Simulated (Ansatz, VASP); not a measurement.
## Mo: VASP beside Ansatz

Contents of INCAR:

```
ALGO = Normal
EDIFF = 1E-6
ENCUT = 520
GGA = PE
GGA_COMPAT = False
ISIF = 2
ISMEAR = 0
LASPH = True
LCHARG = False
LMAXMIX = 4
LNONCOLLINEAR = True
LORBIT = 11
LORBMOM = True
LREAL = False
LSORBIT = True
LWAVE = False
MAGMOM = 0 0 0
NBANDS = 25
NELM = 150
PREC = Accurate
SIGMA = 0.05
```

KPOINTS

```
k-points
0
Gamma
  20 20 20
```

File POSCAR:

```
Mo
1.0
   -1.5805875265      1.5805875265      1.5805875265
    1.5805875265     -1.5805875265      1.5805875265
    1.5805875265      1.5805875265     -1.5805875265
Mo
1
Direct
    0.0000000000      0.0000000000      0.0000000000
```

Input for Ansatz:

```yaml
crystal:
  lattice:
    - [-1.5805875265, 1.5805875265, 1.5805875265]
    - [1.5805875265, -1.5805875265, 1.5805875265]
    - [1.5805875265, 1.5805875265, -1.5805875265]
  atoms:
    - { symbol: Mo, position: [0.0, 0.0, 0.0] }
basis:
  ecutwfc: 420
  ecutrho_ratio: 4
kpoints:
  mp_grid: { grid: [20, 20, 20] }
hamiltonian:
  xc: pbe
scf:
  occupations: { method: gaussian, width: 0.05 }
output:
  forces: true
  stress: true
  eigenvalues: true
  populations: true
  dos: { projected: true, de: 0.02 }
magnetization:
  noncollinear: true
  spin_orbit: true
```

Alike in both runs: task single point; functional PBE; k mesh 20 × 20 × 20; occupations gaussian, width 0.05 eV; non-collinear spin, spin-orbit coupling.

```csv
,VASP,Ansatz
version,VASP 6.6.1,Ansatz 0.2.0
potentials or method,"VASP PAW PBE potentials, release 64 (Mo_sv), cutoff 520 eV","plane waves, PAW"
valence electrons in the cell,14,14
```

```csv
,VASP,Ansatz,Ansatz less VASP
pressure (GPa),0.6,0.1,-0.52
net moment per atom (μB),0.00,0.00,0.000
```
